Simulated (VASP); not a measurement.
# MnH4N2Cl2 (P1) in VASP: single point with PBE+U

Aim: the single point of MnH4N2Cl2 with PBE+U.

Everything below comes from runs of VASP 6.6.1. Logs are shortened: lines on timing, memory, paths and dates and some standing lists are left out, and cuts for length are marked.

### Step 1. The cell of the first run

The typed cell holds 9 atoms: a = 6.106 Å, b = 6.113 Å, c = 3.733 Å, α = 82.24°, β = 82.39°, γ = 93.11°.

### Step 2. Single point, PBE+U, collinear spin

The input, INCAR:

```
ALGO     = Normal         # electronic algorithm
EDIFF    = 1E-7           # SCF threshold, eV
ENCUT    = 520            # plane-wave cutoff, eV
GGA      = PE             # functional
ISIF     = 2              # what is computed and relaxed
ISMEAR   = -1             # smearing method
ISPIN    = 2              # spin polarisation
ISYM     = 0            
LASPH    = T              # aspherical terms in the spheres
LCHARG   = T              # write CHGCAR
LDAU     = T              # DFT+U
LDAUJ    = 0 0 0 0      
LDAUL    = 2 -1 -1 -1     # shell
LDAUPRINT= 1            
LDAUTYPE = 2            
LDAUU    = 5.19 0 0 0     # U, eV
LELF     = T              # ELF
LMAXMIX  = 4              # l up to which the mixer works
LORBIT   = 11             # projections on sites
LREAL    = F              # projectors in reciprocal space
LVHAR    = T            
LWAVE    = F              # write WAVECAR
MAGMOM   = -4.13 0.09 0.03 0.2 0.2 -0.01 -0.01 -0.01 -0.01 # initial moments
NBANDS   = 34             # bands
NELM     = 150            # most SCF steps
PREC     = Accurate       # precision mode
SIGMA    = 0.1175         # smearing width, eV
```

The input, KPOINTS:

```
k-points
0
Gamma
  3 3 5
```

The input, POSCAR:

```
MnH4N2Cl2
1.0
    4.1977536115      4.4333670316     -0.0557889523
    4.2034269044     -4.4382821954     -0.0634627664
    0.6739584420     -0.0035913453     -3.6718120950
Mn Cl N H
1 2 2 4
Direct
   -0.0090921131     -0.0099535330     -0.0179935963
    0.2029559489      0.2019545474      0.3604862131
    0.7721943673      0.7714794326      0.5408767735
    0.2184557457      0.7675254279     -0.0242242975
    0.7682030367      0.2173979587     -0.0260829159
    0.3833371981      0.8172427323      0.8940285240
    0.2074266324      0.6400114083      0.1887735510
    0.6405966318      0.2063760086      0.1864855983
    0.8180096518      0.3821323942      0.8917158728
```

Potentials or basis: VASP PAW PBE potentials, release 64 (Mn_pv, Cl, N, H).

Command:

```
> cat potpaw_PBE.64/Mn_pv/POTCAR potpaw_PBE.64/Cl/POTCAR potpaw_PBE.64/N/POTCAR potpaw_PBE.64/H/POTCAR > POTCAR
> mpirun -np 1 vasp_std > vasp.out
```

OUTCAR:

```text
EDIFF = 1E-7
   ENCUT = 520
   GGA = PE
   ISIF = 2
   ISMEAR = -1
   ISPIN = 2
   ISYM = 0
   LASPH = T
   LORBIT = 11
   LREAL = F
   NELM = 150
   PREC = Accurate

 ion  position               nearest neighbor table
   1  0.991  0.990  0.982-   5 2.00   4 2.00   2 2.48   3 2.50   2 2.64   3 2.70
   2  0.203  0.202  0.360-   1 2.48   1 2.64
   3  0.772  0.771  0.541-   1 2.50   1 2.70
   4  0.218  0.768  0.976-   7 1.03   6 1.03   1 2.00
   5  0.768  0.217  0.974-   8 1.03   9 1.03   1 2.00
   6  0.383  0.817  0.894-   4 1.03
   7  0.207  0.640  0.189-   4 1.03
   8  0.641  0.206  0.186-   5 1.03
   9  0.818  0.382  0.892-   5 1.03

IMPORTANT INFORMATION: All symmetrisations will be switched off!
NOSYMM: (Re-)initialisation of all symmetry stuff for point group C_1.

----------------------------------------------------------------------------------------

                                     Primitive cell

  volume of cell :     136.4777

  direct lattice vectors                    reciprocal lattice vectors
     4.197753611  4.433367032 -0.055788952     0.119406409  0.112776110  0.021806655
     4.203426904 -4.438282195 -0.063462766     0.119277309 -0.112661370  0.022003456
     0.673958442 -0.003591345 -3.671812095    -0.003875805  0.000233711 -0.273056721

  length of vectors
     6.105652383  6.113196718  3.733153753     0.165686063  0.165540970  0.273084326

  position of ions in fractional coordinates (direct lattice)
     0.990907887  0.990046467  0.982006404
     0.202955949  0.201954547  0.360486213
     0.772194367  0.771479433  0.540876774
     0.218455746  0.767525428  0.975775703
     0.768203037  0.217397959  0.973917084
     0.383337198  0.817242732  0.894028524
     0.207426632  0.640011408  0.188773551
     0.640596632  0.206376009  0.186485598
     0.818009652  0.382132394  0.891715873

  ion indices of the primitive-cell ions
   primitive index   ion index
                 1           1
                 2           2
                 3           3
                 4           4
                 5           5
                 6           6
                 7           7
                 8           8
                 9           9

----------------------------------------------------------------------------------------

 KPOINTS: k-points

Automatic generation of k-mesh.
 Grid dimensions read from file:
 generate k-points for:    3    3    5

 Generating k-lattice:

  Cartesian coordinates                     Fractional coordinates (reciprocal lattice)
     0.039802136  0.037592037  0.007268885     0.333333333 -0.000000000  0.000000000
     0.039759103 -0.037553790  0.007334485    -0.000000000  0.333333333 -0.000000000
    -0.000775161  0.000046742 -0.054611344     0.000000000  0.000000000  0.200000000

  Length of vectors
     0.055228688  0.055180323  0.054616865

  Shift w.r.t. Gamma in fractional coordinates (k-lattice)
     0.000000000  0.000000000  0.000000000

 Subroutine IBZKPT returns following result:
 ===========================================

 Found     23 irreducible k-points:

 Following reciprocal coordinates:
            Coordinates               Weight
  0.000000  0.000000  0.000000      1.000000
  0.333333  0.000000  0.000000      2.000000
  0.000000  0.333333  0.000000      2.000000
  0.333333  0.333333  0.000000      2.000000
 -0.333333  0.333333 -0.000000      2.000000
 -0.000000 -0.000000  0.200000      2.000000
[... 15 lines left out ...]
  0.333333 -0.333333  0.400000      2.000000
 -0.333333 -0.333333  0.400000      2.000000
   k-points           NKPTS =     23   k-points in BZ     NKDIM =     23   number of bands    NBANDS=     34
   number of dos      NEDOS =    301   number of ions     NIONS =      9
   total plane-waves  NPLWV =  64512
   dimension x,y,z NGX =    48 NGY =   48 NGZ =   28
   dimension x,y,z NGXF=    96 NGYF=   96 NGZF=   56
   ions per type =               1   2   2   4
   NGX,Y,Z   is equivalent  to a cutoff of  13.07, 13.05, 12.47 a.u.
   NGXF,Y,Z  is equivalent  to a cutoff of  26.14, 26.11, 24.94 a.u.
 SYSTEM =  unknown system
[... 24 lines left out ...]
   ISMEAR =    -1;   SIGMA  =   0.12  broadening in eV -4-tet -1-fermi 0-gaus
   EFERMI_NEDOS =   21; number of points for ismear=-14 and -15
   IALGO  =     38    algorithm
   IMIX   =      4    mixing-type and parameters
     AMIX     =   0.40;   BMIX     =  1.00
     AMIX_MAG =   1.60;   BMIX_MAG =  1.00
  volume/ion in A,a.u.               =      15.16       102.33
  Fermi-wavevector in a.u.,A,eV,Ry     =   1.096433  2.071959 16.356462  1.202166
  Thomas-Fermi vector in A             =   2.232775
   LORBIT       =     11    0 simple, 1 ext, 2 COOP (PROOUT), +10 PAW based schemes
 LDA+U is selected, type is set to LDAUTYPE =  2
   angular momentum for each species LDAUL =     2   -1   -1   -1
   U (eV)           for each species LDAUU =   5.2  0.0  0.0  0.0
   J (eV)           for each species LDAUJ =   0.0  0.0  0.0  0.0
   GGA     = PE    functional components
   LHFCALC =     F    Hartree Fock is set to
   AEXX    =    0.0000 exact exchange contribution
   IVDW    =     0    specifies the selected vdW correction
   LEPSILON=     F    determine dielectric tensor
   LRPA    =     F    only Hartree local field effects (RPA)
 spin polarized calculation
  energy-cutoff  :      520.00
  volume of cell :      136.48
 maximum number of plane-waves:      3691
 NGX is ok and might be reduce to    48
   NGX = 23   NGY = 23   NGZ = 13

atom =   1  type =  1  l = 2

 onsite density matrix

spin component  1

  0.0254 -0.0131  0.0000  0.0000 -0.0000
 -0.0131  0.0302  0.0001  0.0000  0.0002
  0.0000  0.0001  0.0605  0.0161  0.0701
  0.0000  0.0000  0.0161  0.0626 -0.0092
 -0.0000  0.0002  0.0701 -0.0092  0.1374

spin component  2

  0.9315  0.0183  0.0000  0.0000  0.0000
  0.0183  0.9268 -0.0001 -0.0000 -0.0003
  0.0000 -0.0001  0.8930  0.0083 -0.0936
  0.0000 -0.0000  0.0083  0.9649 -0.0017
  0.0000 -0.0003 -0.0936 -0.0017  0.7825

 occupancies and eigenvectors

  o =  0.0122  v =  0.0001 -0.0009 -0.8081  0.3448  0.4776  0.0000  0.0000  0.0000  0.0000  0.0000      0.0000  0.0000  0.0000  0.0000  0.0000  0.0000  0.0000  0.0000  0.0000  0.0000
  o =  0.0144  v =  0.7690  0.6393 -0.0011 -0.0006 -0.0003  0.0000  0.0000  0.0000  0.0000  0.0000      0.0000  0.0000  0.0000  0.0000  0.0000  0.0000  0.0000  0.0000  0.0000  0.0000
  o =  0.0412  v = -0.6393  0.7690 -0.0011  0.0008 -0.0008  0.0000  0.0000  0.0000  0.0000  0.0000      0.0000  0.0000  0.0000  0.0000  0.0000  0.0000  0.0000  0.0000  0.0000  0.0000
  o =  0.0694  v = -0.0010 -0.0001 -0.2953 -0.9387  0.1781  0.0000  0.0000  0.0000  0.0000  0.0000      0.0000  0.0000  0.0000  0.0000  0.0000  0.0000  0.0000  0.0000  0.0000  0.0000
  o =  0.1788  v =  0.0002 -0.0015 -0.5097 -0.0029 -0.8604  0.0000  0.0000  0.0000  0.0000  0.0000      0.0000  0.0000  0.0000  0.0000  0.0000  0.0000  0.0000  0.0000  0.0000  0.0000
  o =  0.7291  v =  0.0000  0.0000  0.0000  0.0000  0.0000 -0.0002  0.0015  0.4962 -0.0112  0.8682      0.0000  0.0000  0.0000  0.0000  0.0000  0.0000  0.0000  0.0000  0.0000  0.0000
  o =  0.9107  v =  0.0000  0.0000  0.0000  0.0000  0.0000  0.6612 -0.7502  0.0011 -0.0008  0.0009      0.0000  0.0000  0.0000  0.0000  0.0000  0.0000  0.0000  0.0000  0.0000  0.0000
  o =  0.9434  v =  0.0000  0.0000  0.0000  0.0000  0.0000  0.0002 -0.0008 -0.8110  0.3511  0.4680      0.0000  0.0000  0.0000  0.0000  0.0000  0.0000  0.0000  0.0000  0.0000  0.0000
  o =  0.9476  v =  0.0000  0.0000  0.0000  0.0000  0.0000  0.7502  0.6612 -0.0009 -0.0006 -0.0004      0.0000  0.0000  0.0000  0.0000  0.0000  0.0000  0.0000  0.0000  0.0000  0.0000
  o =  0.9680  v =  0.0000  0.0000  0.0000  0.0000  0.0000 -0.0009 -0.0001 -0.3100 -0.9363  0.1651      0.0000  0.0000  0.0000  0.0000  0.0000  0.0000  0.0000  0.0000  0.0000  0.0000

 number of electron      41.0000006 magnetization      -3.0001288

 Free energy of the ion-electron system (eV)
  ---------------------------------------------------
  ext. energy  EPLUGINS =         0.00000000
  ---------------------------------------------------
  free energy    TOTEN  =       -43.52909527 eV

  energy without entropy =      -43.48676524  energy(sigma->0) =      -43.50793025

 E-fermi :  -0.2772     XC(G=0):  -7.7802

 val. band max:       -0.4381044875   @ k =   0.0000   0.0000   0.0000
 cond. band min:      -0.1138193491   @ k =   0.0000  -0.0000   0.4000
 fundamental gap:      0.3242851383
 Fermi energy:        -0.2771990617

 spin component 1

 k-point     1 :       0.0000    0.0000    0.0000
  band No.  band energies     occupation
      1     -46.2170      1.00000
      2     -45.8188      1.00000
      3     -45.7513      1.00000
      4     -16.1484      1.00000
      5     -15.9083      1.00000
      6     -14.3995      1.00000
[... 794 lines left out ...]
     31       9.7779      0.00000
     32       9.8655      0.00000
 Fermi energy:        -0.2771990617

 spin component 2

 k-point     1 :       0.0000    0.0000    0.0000
  band No.  band energies     occupation
      1     -50.5448      1.00000
      2     -50.5114      1.00000
      3     -50.4940      1.00000
      4     -15.5234      1.00000
      5     -15.1568      1.00000
      6     -14.2887      1.00000
[... 794 lines left out ...]
     31       9.6266      0.00000
     32       9.7519      0.00000
 [bands above 32 left out]

------------------------ aborting loop because EDIFF is reached ----------------------------------------

  FORCE on cell =-STRESS in cart. coord.  units (eV):
  Direction    XX          YY          ZZ          XY          YZ          ZX
  --------------------------------------------------------------------------------------
  -------------------------------------------------------------------------------------
  Total       -0.3547450     -0.4527685     -0.5505875      0.0005880     -0.0021170      0.0056836
  in kB       -4.1645220     -5.3152677     -6.4636122      0.0069032     -0.0248531      0.0667226
  external PRESSURE =      -5.3144673 kB  Pullay stress =       0.0000000 kB

 VOLUME and BASIS-vectors are now :
 -----------------------------------------------------------------------------
  energy-cutoff  :      520.00
  volume of cell :      136.48
      direct lattice vectors                 reciprocal lattice vectors
     4.197753611  4.433367032 -0.055788952     0.119406409  0.112776110  0.021806655
     4.203426904 -4.438282195 -0.063462766     0.119277309 -0.112661370  0.022003456
     0.673958442 -0.003591345 -3.671812095    -0.003875805  0.000233711 -0.273056721

 POSITION                                       TOTAL-FORCE (eV/Angst)
 -----------------------------------------------------------------------------------
      8.98301     -0.00457     -3.72386        -0.006564     -0.000182      0.006930
      1.94381      0.00215     -1.34778        -0.088034     -0.000081     -0.025561
      6.84887     -0.00256     -2.07804         0.089738      0.000166      0.028322
      4.80089     -2.44150     -3.64376         0.012475     -0.080345     -0.018033
      4.79492      2.43735     -3.63269         0.010307      0.079410     -0.020529
      5.64691     -1.93089     -3.35596        -0.004893     -0.007796      0.009761
      3.68819     -1.92163     -0.74533        -0.005151     -0.007269      0.003802
      3.68224      1.92338     -0.73358        -0.003249      0.009069      0.005989
      5.64105      1.92732     -3.34410        -0.004629      0.007028      0.009321
 -----------------------------------------------------------------------------------
    total drift:                               -0.000937     -0.000311      0.000255

  FREE ENERGIE OF THE ION-ELECTRON SYSTEM (eV)
  ---------------------------------------------------
  free  energy   TOTEN  =       -43.5290952727 eV

  energy  without entropy=      -43.4867652356  energy(sigma->0) =      -43.50793025

 total charge

# of ion       s       p       d       tot
------------------------------------------
    1        0.256   6.256   4.795  11.307
    2        1.600   3.516   0.000   5.115
    3        1.598   3.529   0.000   5.127
    4        1.254   2.551   0.000   3.805
    5        1.254   2.551   0.000   3.805
    6        0.622   0.082   0.000   0.704
    7        0.624   0.082   0.000   0.706
    8        0.624   0.082   0.000   0.706
    9        0.622   0.082   0.000   0.704
--------------------------------------------------
tot          8.453  18.731   4.795  31.980

 magnetization (x)

# of ion       s       p       d       tot
------------------------------------------
    1       -0.031  -0.032  -4.175  -4.239
    2       -0.001   0.081   0.000   0.080
    3       -0.003   0.028   0.000   0.024
    4        0.018   0.437   0.000   0.455
    5        0.018   0.437   0.000   0.455
    6       -0.010   0.006   0.000  -0.004
    7       -0.011   0.006   0.000  -0.005
    8       -0.011   0.006   0.000  -0.005
    9       -0.010   0.006   0.000  -0.004
--------------------------------------------------
tot         -0.041   0.974  -4.175  -3.243
```

Wall time 4.8 min (1 thread of AMD EPYC 7R13 (Zen 3), shared host); peak memory 0.37 GiB.

Results:

| Quantity | Value |
| --- | --- |
| Free energy | -43.5291 eV |
| Pressure | -0.5 GPa |
| Largest force | 0.094 eV/Å |
| Band gap on the k mesh | 0.32 eV (least direct gap 0.77 eV) |
| Net moment | -3.00 μB per cell |
| Site moments | Mn -4.24; Cl +0.08, +0.02; N +0.46; H -0.00, -0.01 (each value once) μB |
| Valence electrons inside the program's atomic spheres | Mn 11.31; Cl 5.12, 5.13; N 3.81; H 0.70, 0.71 (each value once) |

Forces on the atoms (eV/Å):
```
Mn  -0.007  0.000  0.007
Cl  -0.088  0.000 -0.026
Cl   0.090  0.000  0.028
N    0.012 -0.080 -0.018
N    0.010  0.079 -0.021
H   -0.005 -0.008  0.010
H   -0.005 -0.007  0.004
H   -0.003  0.009  0.006
H   -0.005  0.007  0.009
```

Eigenvalues of the final occupation matrices:
```tsv
site	spin	trace	eigenvalues
site 1 d	1	0.32	0.01 0.01 0.04 0.07 0.18
site 1 d	2	4.50	0.73 0.91 0.94 0.95 0.97
```

Caveat: a cell with one magnetic atom can't hold antiferromagnetic order, which such compounds often take. A k mesh can miss the band edges.
